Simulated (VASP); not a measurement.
**Se: single point with PBE**

Se:

```
Se
1.0
    -3.16646    0.00000    3.16646
     0.00000    3.16646    3.16646
    -3.16646    3.16646    0.00000
Se
2
Direct
  0.00000 0.00000 0.00000
  0.25000 0.25000 0.25000
```

```yaml
Program: VASP 6.6.1
Task: single point
Functional: PBE
Potentials_or_basis: VASP PAW PBE potentials, release 64 (Se)
Cutoff: 500 eV
k_mesh: 6 × 6 × 6
Occupations: fermi-dirac, width 0.1 eV
Spin: no spin polarisation
```

```
Pressure               : 0.0 GPa
Band gap on the k mesh : zero (band 6 reaches 2.31 eV, above the bottom of band 7 at 1.26 eV)
```

Levels at points of the mesh, in eV from the Fermi level:
```tsv
k point	band 2	band 3	band 4	band 5	band 6	band 7	band 8	band 9	band 10	band 11
(0.00, 0.00, 0.00)	-10.25	-3.38	-3.38	-3.38	-0.74	-0.74	-0.74	4.42	7.68	7.68
(0.50, 0.00, 0.00)	-12.06	-4.06	-4.06	-4.05	0.32	0.32	1.63	6.89	6.93	8.00
(0.50, 0.50, 0.00)	-13.25	-4.82	-4.82	-1.90	-1.90	2.13	2.13	6.23	6.23	9.79
```

Run time: 6.8 s on 1 thread of Intel(R) Xeon(R) 6975P-C (Granite Rapids), on a shared host, peak memory 0.19 GiB.
